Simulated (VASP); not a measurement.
# Al2Cu (P4/mmm) in VASP: further runs

Runs on Al2Cu. Level: LDA. Tasks: single point.

All numbers are computed with VASP 6.6.1; they aren't measurements. Logs are shortened: lines on timing, memory, paths and dates and some standing lists are left out, and cuts for length are marked.

## (1) The cell of the first run

Symmetry: P4/mmm, No. 123, tetragonal system. Conventional cell: a = 3.854 Å, b = 3.854 Å, c = 3.047 Å, α = 90.00°, β = 90.00°, γ = 90.00°. Within 3.2 Å of Al (site symmetry mmm) lie 4 Cu at 2.46 Å and 6 Al at 2.72 to 3.05 Å. Within 3.2 Å of Cu (site symmetry 4/mmm) lie 8 Al at 2.46 Å and 2 Cu at 3.05 Å.

## (2) Single point, LDA

The input, INCAR:

```
PREC = Accurate
ENCUT = 520
EDIFF = 1E-7
ISMEAR = 0
SIGMA = 0.15
LREAL = False
LASPH = True
NELM = 100
ALGO = Normal
ISIF = 2
LWAVE = False
LCHARG = False
NBANDS = 16
```

The input, KPOINTS:

```
regular mesh
0
Gamma
  10 10 14
```

The input, POSCAR:

```
Al2Cu
1.0
    3.8536000000      0.0000000000      0.0000000000
    0.0000000000      3.8536000000      0.0000000000
    0.0000000000      0.0000000000      3.0471000000
Al Cu
2 1
Direct
    0.5000000000      0.0000000000      0.5000000000
    0.0000000000      0.5000000000      0.5000000000
    0.0000000000      0.0000000000      0.0000000000
```

Potentials or basis: VASP PAW LDA potentials, release 64 (Al, Cu).

Started as:

```console
$ cat potpaw_LDA.64/Al/POTCAR potpaw_LDA.64/Cu/POTCAR > POTCAR
$ mpirun -np 1 vasp_std > vasp.out
```

OUTCAR:

```text
PREC = Accurate
   ENCUT = 520
   EDIFF = 1E-7
   ISMEAR = 0
   LREAL = False
   LASPH = True
   NELM = 100
   ISIF = 2

 ion  position               nearest neighbor table
   1  0.500  0.000  0.500-   3 2.46   3 2.46   3 2.46   3 2.46   2 2.72   2 2.72   2 2.72   2 2.72

   2  0.000  0.500  0.500-   3 2.46   3 2.46   3 2.46   3 2.46   1 2.72   1 2.72   1 2.72   1 2.72

   3  0.000  0.000  0.000-   1 2.46   2 2.46   1 2.46   2 2.46   2 2.46   2 2.46   1 2.46   1 2.46

  LATTYP: Found a simple tetragonal cell.
 ALAT       =     3.8536000000
 C/A-ratio  =     0.7907151754

  Lattice vectors:

 A1 = (   3.8536000000,   0.0000000000,   0.0000000000)
 A2 = (   0.0000000000,   3.8536000000,   0.0000000000)
 A3 = (   0.0000000000,   0.0000000000,   3.0471000000)

Analysis of symmetry for initial positions (statically):
=====================================================================
 Subroutine PRICEL returns:
 Original cell was already a primitive cell.

 Routine SETGRP: Setting up the symmetry group for a
 simple tetragonal supercell.

 Subroutine GETGRP returns: Found 16 space group operations
 (whereof 16 operations were pure point group operations)
 out of a pool of 16 trial point group operations.

The static configuration has the point symmetry D_4h.

Analysis of symmetry for dynamics (positions and initial velocities):
=====================================================================
 Subroutine PRICEL returns:
 Original cell was already a primitive cell.

 Routine SETGRP: Setting up the symmetry group for a
 simple tetragonal supercell.

 Subroutine GETGRP returns: Found 16 space group operations
 (whereof 16 operations were pure point group operations)
 out of a pool of 16 trial point group operations.

The dynamic configuration has the point symmetry D_4h.

 Subroutine INISYM returns: Found 16 space group operations
 (whereof 16 operations are pure point group operations),
 and found     1 'primitive' translations

----------------------------------------------------------------------------------------

                                     Primitive cell

  volume of cell :      45.2501

  direct lattice vectors                    reciprocal lattice vectors
     3.853600000  0.000000000  0.000000000     0.259497613  0.000000000  0.000000000
[... 82 lines left out ...]
   ISPIN  =      1    spin polarized calculation?
   LNONCOLLINEAR =      F non collinear calculations
   LSORBIT =      F    spin-orbit coupling
   LASPH  =      T    aspherical Exc in radial PAW
   ENCUT  =  520.0 eV  38.22 Ry    6.18 a.u.   7.17  7.17  5.67*2*pi/ulx,y,z
   NELM   =    100;   NELMIN=  2; NELMDL= -5     # of ELM steps
   EDIFF  = 0.1E-06   stopping-criterion for ELM
   LREAL  =      F    real-space projection
   EDIFFG = 0.1E-05   stopping-criterion for IOM
   NSW    =      0    number of steps for IOM
   IBRION =     -1    ionic relax: 0-MD 1-quasi-New 2-CG
   NFREE  =      0    steps in history (QN), initial steepest desc. (CG)
   ISIF   =      2    stress and relaxation
   ISYM   =      2    0-nonsym 1-usesym 2-fastsym
   POTIM  = 0.5000    time-step for ionic-motion
   TEBEG  =    0.0;   TEEND  =   0.0 temperature during run
   PSTRESS=    0.0 pullay stress
   NELECT =      17.0000    total number of electrons
   NUPDOWN=      -1.0000    fix difference up-down
   EMIN   =  10.00;   EMAX   =-10.00  energy-range for DOS
   EFERMI =   0.00;   METHOD = LEGACY
   ISMEAR =     0;   SIGMA  =   0.15  broadening in eV -4-tet -1-fermi 0-gaus
   EFERMI_NEDOS =   21; number of points for ismear=-14 and -15
   IALGO  =     38    algorithm
   IMIX   =      4    mixing-type and parameters
     AMIX     =   0.40;   BMIX     =  1.00
     AMIX_MAG =   1.60;   BMIX_MAG =  1.00
  volume/ion in A,a.u.               =      15.08       101.79
  Fermi-wavevector in a.u.,A,eV,Ry     =   1.181275  2.232287 18.985726  1.395411
  Thomas-Fermi vector in A             =   2.317552
   LORBIT       =      0    0 simple, 1 ext, 2 COOP (PROOUT), +10 PAW based schemes
   GGA     = CA    functional components
   LHFCALC =     F    Hartree Fock is set to
   AEXX    =    0.0000 exact exchange contribution
   IVDW    =     0    specifies the selected vdW correction
   LEPSILON=     F    determine dielectric tensor
   LRPA    =     F    only Hartree local field effects (RPA)
 non-spin polarized calculation
 Gauss-broadening in eV      SIGMA  =   0.15
  energy-cutoff  :      520.00
  volume of cell :       45.25
 maximum number of plane-waves:      1240
 NGX is ok and might be reduce to    30
   NGX = 15   NGY = 15   NGZ = 11

 number of electron      16.9999973 magnetization

 Free energy of the ion-electron system (eV)
  ---------------------------------------------------
  ext. energy  EPLUGINS =         0.00000000
  ---------------------------------------------------
  free energy    TOTEN  =       -13.07169406 eV

  energy without entropy =      -13.05791601  energy(sigma->0) =      -13.06480503

 E-fermi :   7.5213     XC(G=0): -10.9008

 val. band max:        7.5206559139   @ k =   0.3000   0.3000   0.1429
 cond. band min:       7.5230778975   @ k =   0.0000   0.0000   0.2857
 fundamental gap:      0.0024219836
 Fermi energy:         7.5213273366

 k-point     1 :       0.0000    0.0000    0.0000
  band No.  band energies     occupation
      1      -3.2784      2.00000
      2       2.2729      2.00000
      3       2.5422      2.00000
      4       3.2283      2.00000
      5       3.2283      2.00000
      6       3.2986      2.00000
[... 433 lines left out ...]
      3       2.5306      2.00000
      4       3.1336      2.00000
      5       3.1654      2.00000
      6       3.2310      2.00000
[... 8 lines left out ...]
     15      16.7816      0.00000
     16      19.3911      0.00000

 [... further k-points ...]
[... 5 lines left out ...]
  --------------------------------------------------------------------------------------
  -------------------------------------------------------------------------------------
  Total        1.9445075      1.9445075     -1.0012409      0.0000000     -0.0000000      0.0000000
  in kB       68.8494104     68.8494104    -35.4510572      0.0000000     -0.0000000      0.0000000
  external PRESSURE =      34.0825879 kB  Pullay stress =       0.0000000 kB

 VOLUME and BASIS-vectors are now :
 -----------------------------------------------------------------------------
  energy-cutoff  :      520.00
  volume of cell :       45.25
      direct lattice vectors                 reciprocal lattice vectors
     3.853600000  0.000000000  0.000000000     0.259497613  0.000000000  0.000000000
     0.000000000  3.853600000  0.000000000     0.000000000  0.259497613  0.000000000
     0.000000000  0.000000000  3.047100000     0.000000000  0.000000000  0.328180893

 POSITION                                       TOTAL-FORCE (eV/Angst)
 -----------------------------------------------------------------------------------
      1.92680      0.00000      1.52355         0.000000      0.000000      0.000000
      0.00000      1.92680      1.52355         0.000000      0.000000      0.000000
      0.00000      0.00000      0.00000         0.000000      0.000000      0.000000
 -----------------------------------------------------------------------------------
    total drift:                                0.000000      0.000000      0.000000

  FREE ENERGIE OF THE ION-ELECTRON SYSTEM (eV)
  ---------------------------------------------------
  free  energy   TOTEN  =       -13.0716940589 eV

  energy  without entropy=      -13.0579160093  energy(sigma->0) =      -13.06480503
```

stdout:

```text
POSCAR found type information on POSCAR AlCu
 POSCAR found :  2 types and       3 ions
 scaLAPACK will be used
 LDA part: xc-table for (Slater(with rela. corr.)+CA(PZ))
 , standard interpolation
 POSCAR, INCAR and KPOINTS ok, starting setup
 FFT: planning ... GRIDC
 FFT: planning ... GRID_SOFT
 FFT: planning ... GRID
 WAVECAR not read
 entering main loop
```

It took 44 s on 1 thread of Intel Xeon 6975P-C (Granite Rapids), shared host; peak memory 0.22 GiB.

What came out:

```
Free energy : -13.0717 eV
Pressure    : 3.4 GPa
```

Stress tensor (GPa, compression positive):
```
 6.88  0.00  0.00
 0.00  6.88  0.00
 0.00  0.00 -3.55
```

## (3) Single point, LDA

This run uses another cell than the first one, of 15.23 Å³/atom, 1.010 times its volume.

The input, INCAR:

```
ALGO     = Normal         # electronic algorithm
EDIFF    = 1E-6           # SCF threshold, eV
ENCUT    = 520            # plane-wave cutoff, eV
GGA      = CA             # functional
ISIF     = 2              # what is computed and relaxed
ISMEAR   = 0              # smearing method
LASPH    = T              # aspherical terms in the spheres
LCHARG   = T              # write CHGCAR
LELF     = T              # ELF
LREAL    = F              # projectors in reciprocal space
LVHAR    = T            
LWAVE    = F              # write WAVECAR
NBANDS   = 16             # bands
NELM     = 80             # most SCF steps
PREC     = Accurate       # precision mode
SIGMA    = 0.15           # smearing width, eV
```

The input, KPOINTS:

```
k-points
0
Gamma
  10 10 14
```

The input, POSCAR:

```
Al2Cu
1.0
    4.1366000000      0.0000000000      0.0000000000
    0.0000000000      4.1366000000      0.0000000000
    0.0000000000      0.0000000000      2.6709000000
Al Cu
2 1
Direct
    0.5000000000      0.0000000000      0.5000000000
    0.0000000000      0.5000000000      0.5000000000
    0.0000000000      0.0000000000      0.0000000000
```

Potentials or basis: VASP PAW LDA potentials, release 64 (Al, Cu).

Started as:

```console
$ cat potpaw_LDA.64/Al/POTCAR potpaw_LDA.64/Cu/POTCAR > POTCAR
$ mpirun -np 1 vasp_std > vasp.out
```

It took 36 s on 1 thread of Intel Xeon 6975P-C (Granite Rapids), shared host; peak memory 0.23 GiB.

It converged, with:

```yaml
Free_energy: -13.1810 eV
Pressure: 2.2 GPa
```

Stress tensor (GPa, compression positive):
```
-0.10  0.00  0.00
 0.00 -0.10  0.00
 0.00  0.00  6.68
```

Levels at points of the mesh, in eV from the Fermi level:
```tsv
k point	band 5	band 6	band 7	band 8	band 9	band 10	band 11	band 12	band 13	band 14
(0.00, 0.00, 0.00)	-4.29	-4.29	-2.97	-2.97	-0.70	0.45	5.35	5.35	6.64	7.38
(0.50, 0.00, 0.00)	-4.86	-4.30	-4.28	-1.74	1.15	1.16	1.23	7.72	9.09	9.66
(0.50, 0.50, 0.00)	-4.88	-4.79	-4.30	-4.30	-2.69	8.24	8.24	9.09	9.15	10.17
(0.00, 0.00, 0.50)	-5.20	-4.44	-2.91	1.98	2.57	2.57	2.96	2.96	3.36	4.06
(0.50, 0.00, 0.50)	-4.56	-4.52	-3.23	-2.27	-1.33	3.76	3.99	4.77	5.16	5.69
(0.50, 0.50, 0.50)	-4.31	-3.34	-2.53	-2.53	-0.48	-0.36	0.36	0.36	2.40	11.41
```

## (4) Single point, LDA

This run uses another cell than the first one, of 15.37 Å³/atom, 1.019 times its volume.

The input, INCAR:

```
SYSTEM = Al2Cu
PREC = Accurate
ENCUT = 520
EDIFF = 1E-7
ISMEAR = 0
SIGMA = 0.15
LREAL = .False.
LASPH = .True.
NELM = 100
ALGO = Normal
ISIF = 2
LWAVE = .False.
LCHARG = .False.
GGA = CA
NBANDS = 16
```

The input, KPOINTS:

```
regular mesh
0
Gamma
  10 10 14
  0 0 0
```

The input, POSCAR:

```
Al2Cu
1.0
    4.0422638858      0.0000000000      0.0000000000
    0.0000000000      4.0422638858      0.0000000000
    0.0000000000      0.0000000000      2.8213781230
Al Cu
2 1
Direct
    0.5000000000      0.0000000000      0.5000000000
    0.0000000000      0.5000000000      0.5000000000
    0.0000000000      0.0000000000      0.0000000000
```

Started as:

```console
$ cat potpaw_LDA.64/Al/POTCAR potpaw_LDA.64/Cu/POTCAR > POTCAR
$ mpirun -np 1 vasp_std > vasp.out
```

Wall time 48 s (1 thread of Intel Xeon 6975P-C (Granite Rapids), shared host); peak memory 0.23 GiB.

The run converged. Its results:

| Property | Result |
| --- | --- |
| Free energy | -13.2330 eV |
| Pressure | 0.3 GPa |

Levels at points of the mesh, in eV from the Fermi level:
```
           k point  band 7  band 8  band 9  band 10  band 11  band 12
(0.00, 0.00, 0.00)   -2.50   -2.50   -0.02     0.85     6.29     6.29
(0.50, 0.00, 0.00)   -4.28   -1.16    1.59     1.74     2.00     7.79
(0.50, 0.50, 0.00)   -4.31   -4.31   -2.53     8.68     8.68     9.70
(0.00, 0.00, 0.50)   -3.12    2.60    2.70     2.70     2.75     2.75
(0.50, 0.00, 0.50)   -3.17   -2.54   -1.68     3.79     4.03     4.59
(0.50, 0.50, 0.50)   -2.35   -2.35   -0.87    -0.86     0.09     0.09
```

## (5) Single point, LDA

This run uses another cell than the first one, of 13.22 Å³/atom, 0.877 times its volume.

The input, INCAR:

```
SYSTEM = Al2Cu
PREC = Accurate
ENCUT = 520
EDIFF = 1E-7
ISMEAR = 0
SIGMA = 0.15
LREAL = .FALSE.
LASPH = .TRUE.
NELM = 100
ALGO = Normal
ISIF = 2
LWAVE = .FALSE.
LCHARG = .FALSE.
NBANDS = 16
```

The input, KPOINTS:

```
regular mesh
0
G
  10 10 14
  0 0 0
```

The input, POSCAR:

```
Al2Cu
1.0
    3.8536000000      0.0000000000      0.0000000000
    0.0000000000      3.8536000000      0.0000000000
    0.0000000000      0.0000000000      2.6709000000
Al Cu
2 1
Direct
    0.5000000000      0.0000000000      0.5000000000
    0.0000000000      0.5000000000      0.5000000000
    0.0000000000      0.0000000000      0.0000000000
```

Potentials or basis: VASP PAW LDA potentials, release 64 (Al, Cu).

Started as:

```console
$ cat potpaw_LDA.64/Al/POTCAR potpaw_LDA.64/Cu/POTCAR > POTCAR
$ mpirun -np 1 vasp_std > vasp.out
```

OUTCAR:

```text
SYSTEM = Al2Cu
   PREC = Accurate
   ENCUT = 520
   EDIFF = 1E-7
   ISMEAR = 0
   LREAL = .FALSE.
   LASPH = .TRUE.
   NELM = 100
   ISIF = 2

 ion  position               nearest neighbor table
   1  0.500  0.000  0.500-   3 2.34   3 2.34   3 2.34   3 2.34   2 2.72   2 2.72   2 2.72   2 2.72

   2  0.000  0.500  0.500-   3 2.34   3 2.34   3 2.34   3 2.34   1 2.72   1 2.72   1 2.72   1 2.72

   3  0.000  0.000  0.000-   1 2.34   2 2.34   1 2.34   2 2.34   2 2.34   2 2.34   1 2.34   1 2.34

  LATTYP: Found a simple tetragonal cell.
 ALAT       =     3.8536000000
 C/A-ratio  =     0.6930921736

  Lattice vectors:

 A1 = (   3.8536000000,   0.0000000000,   0.0000000000)
 A2 = (   0.0000000000,   3.8536000000,   0.0000000000)
 A3 = (   0.0000000000,   0.0000000000,   2.6709000000)

Analysis of symmetry for initial positions (statically):
=====================================================================
 Subroutine PRICEL returns:
 Original cell was already a primitive cell.

 Routine SETGRP: Setting up the symmetry group for a
 simple tetragonal supercell.

 Subroutine GETGRP returns: Found 16 space group operations
 (whereof 16 operations were pure point group operations)
 out of a pool of 16 trial point group operations.
[... 162 lines left out ...]
  free energy    TOTEN  =       -12.82533938 eV

  energy without entropy =      -12.81688987  energy(sigma->0) =      -12.82111463

 E-fermi :   9.2633     XC(G=0): -11.4659

 val. band max:        9.2627794802   @ k =   0.5000   0.0000   0.2143
 cond. band min:       9.2665450080   @ k =   0.3000   0.0000   0.2857
 fundamental gap:      0.0037655278
 Fermi energy:         9.2632771317

 k-point     1 :       0.0000    0.0000    0.0000
  band No.  band energies     occupation
      1      -2.7160      2.00000
      2       2.7683      2.00000
      3       3.1285      2.00000
      4       4.0497      2.00000
      5       4.3650      2.00000
      6       4.3650      2.00000
[... 433 lines left out ...]
      3       3.1310      2.00000
      4       3.9537      2.00000
      5       4.1886      2.00000
      6       4.2615      2.00000
[... 8 lines left out ...]
     15      20.3045      0.00000
     16      21.2477      0.00000

 [... further k-points ...]
[... 5 lines left out ...]
  --------------------------------------------------------------------------------------
  -------------------------------------------------------------------------------------
  Total        5.4937364      5.4937364      5.8904738      0.0000000     -0.0000000      0.0000000
  in kB      221.9154339    221.9154339    237.9413483      0.0000000     -0.0000000      0.0000000
  external PRESSURE =     227.2574054 kB  Pullay stress =       0.0000000 kB

 VOLUME and BASIS-vectors are now :
 -----------------------------------------------------------------------------
  energy-cutoff  :      520.00
  volume of cell :       39.66
      direct lattice vectors                 reciprocal lattice vectors
     3.853600000  0.000000000  0.000000000     0.259497613  0.000000000  0.000000000
     0.000000000  3.853600000  0.000000000     0.000000000  0.259497613  0.000000000
     0.000000000  0.000000000  2.670900000     0.000000000  0.000000000  0.374405631

 POSITION                                       TOTAL-FORCE (eV/Angst)
 -----------------------------------------------------------------------------------
      1.92680      0.00000      1.33545         0.000000      0.000000      0.000000
      0.00000      1.92680      1.33545         0.000000      0.000000      0.000000
      0.00000      0.00000      0.00000         0.000000      0.000000      0.000000
 -----------------------------------------------------------------------------------
    total drift:                               -0.000000     -0.000000     -0.000000

  FREE ENERGIE OF THE ION-ELECTRON SYSTEM (eV)
  ---------------------------------------------------
  free  energy   TOTEN  =       -12.8253393790 eV

  energy  without entropy=      -12.8168898727  energy(sigma->0) =      -12.82111463
```

OSZICAR:

```text
N       E                     dE             d eps       ncg     rms          rms(c)
DAV:   1     0.657656696177E+02    0.65766E+02   -0.71380E+03  5464   0.121E+03
DAV:   2    -0.122514136272E+02   -0.78017E+02   -0.69610E+02  5728   0.220E+02
DAV:   3    -0.152466979396E+02   -0.29953E+01   -0.29421E+01  7304   0.471E+01
DAV:   4    -0.153056535925E+02   -0.58956E-01   -0.58937E-01  6368   0.568E+00
DAV:   5    -0.153078822038E+02   -0.22286E-02   -0.22286E-02  8304   0.122E+00    0.142E+01
DAV:   6    -0.160845255928E+02   -0.77664E+00   -0.30872E+01  6384   0.208E+02    0.102E+01
DAV:   7    -0.129089174468E+02    0.31756E+01   -0.85445E+00  6768   0.890E+01    0.132E+00
DAV:   8    -0.129023715664E+02    0.65459E-02   -0.95373E-01  8280   0.279E+01    0.222E+00
DAV:   9    -0.128248076311E+02    0.77564E-01   -0.22072E-01  6968   0.171E+01    0.174E-01
DAV:  10    -0.128262603678E+02   -0.14527E-02   -0.12138E-02  8688   0.219E+00    0.203E-01
DAV:  11    -0.128255159227E+02    0.74445E-03   -0.45579E-03  7448   0.259E+00    0.899E-02
DAV:  12    -0.128253513356E+02    0.16459E-03   -0.39843E-04  8048   0.652E-01    0.298E-02
DAV:  13    -0.128253391119E+02    0.12224E-04   -0.40039E-05  8552   0.197E-01    0.311E-03
DAV:  14    -0.128253394570E+02   -0.34513E-06   -0.40185E-06  8384   0.272E-02    0.251E-03
DAV:  15    -0.128253393790E+02    0.77960E-07   -0.11348E-07  4592   0.128E-02
   1 F= -.12825339E+02 E0= -.12821115E+02  d E =-.844951E-02
```

stdout:

```text
POSCAR found type information on POSCAR AlCu
 POSCAR found :  2 types and       3 ions
 scaLAPACK will be used
 LDA part: xc-table for (Slater(with rela. corr.)+CA(PZ))
 , standard interpolation
 POSCAR, INCAR and KPOINTS ok, starting setup
 FFT: planning ... GRIDC
 FFT: planning ... GRID_SOFT
 FFT: planning ... GRID
 WAVECAR not read
 entering main loop
```

Wall time 52 s (1 thread of AMD EPYC 9R45 (Zen 5), shared host); peak memory 0.18 GiB.

What came out:

```
Free energy : -12.8253 eV
Pressure    : 22.7 GPa
```

Stress tensor (GPa, compression positive):
```
22.19  0.00  0.00
 0.00 22.19  0.00
 0.00  0.00 23.79
```

## (6) Summary

| cell | gap on the mesh (eV) | pressure (GPa) |
| --- | --- | --- |
| a = 3.854, b = 3.854, c = 3.047 Å, 3 atoms | none | 3.4 |
| a = 4.137, b = 4.137, c = 2.671 Å, 3 atoms | none | 2.2 |
| a = 4.042, b = 4.042, c = 2.821 Å, 3 atoms | none | 0.3 |
| a = 3.854, b = 3.854, c = 2.671 Å, 3 atoms | none | 22.7 |

Alike in all rows: task single point; level LDA; potentials or basis VASP PAW LDA potentials, release 64 (Al, Cu); no spin polarisation; k mesh 10 × 10 × 14; cutoff (eV) 520; smearing gaussian 0.15 eV.

Total energies depend on the potentials used, so only differences within one code and one set of settings carry meaning.
